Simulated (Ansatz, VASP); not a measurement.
**Si in VASP and in Ansatz**

```
Si
1.0
     0.00000    5.47009   -5.47009
     5.47009    5.47009    0.00000
     5.47009    0.00000   -5.47009
Si
15
Direct
  0.12545 0.12364 0.12545
  0.12545 0.62545 0.12545
  0.62505 0.12505 0.12484
  0.62364 0.62545 0.12545
  0.12484 0.12505 0.62505
  0.12545 0.62545 0.62364
  0.62505 0.12505 0.62505
  0.62505 0.62484 0.62505
  0.25024 0.24976 0.25024
  0.74976 0.75024 0.25024
  0.74976 0.24976 0.25024
  0.25024 0.75024 0.74976
  0.25024 0.24976 0.74976
  0.74976 0.75024 0.74976
  0.75000 0.25000 0.75000
```

Change from the starting cell: Si on a Si site beside a Si vacancy, charge +0, atoms relaxed.

Alike in both runs: functional PBE; k mesh 2 × 2 × 2; occupations gaussian, width 0.02 eV; no spin polarisation.

Ansatz relaxed the structure, and its values are those at the end. VASP's run is a single point on that final structure, the one shown.

|  | VASP | Ansatz |
| --- | --- | --- |
| version | VASP 6.6.1 | Ansatz 0.2.0 |
| potentials or method | VASP PAW PBE potentials, release 64 (Si), cutoff 520 eV | scalar-relativistic, plane waves, PAW |
| valence electrons in the cell | 60 | 60 |

Ansatz gave:

```
gap on the k mesh at the Fermi level (eV) : none
rms of the force components (eV/Å)        : 0.010
```

Q: Estimate VASP's values.

A: gap on the k mesh at the Fermi level (eV): none; rms of the force components (eV/Å): 0.009.

A gap of «none» marks a metal or a gap that the smearing closes.

The k mesh is coarse, so the values compare programs but aren't converged.
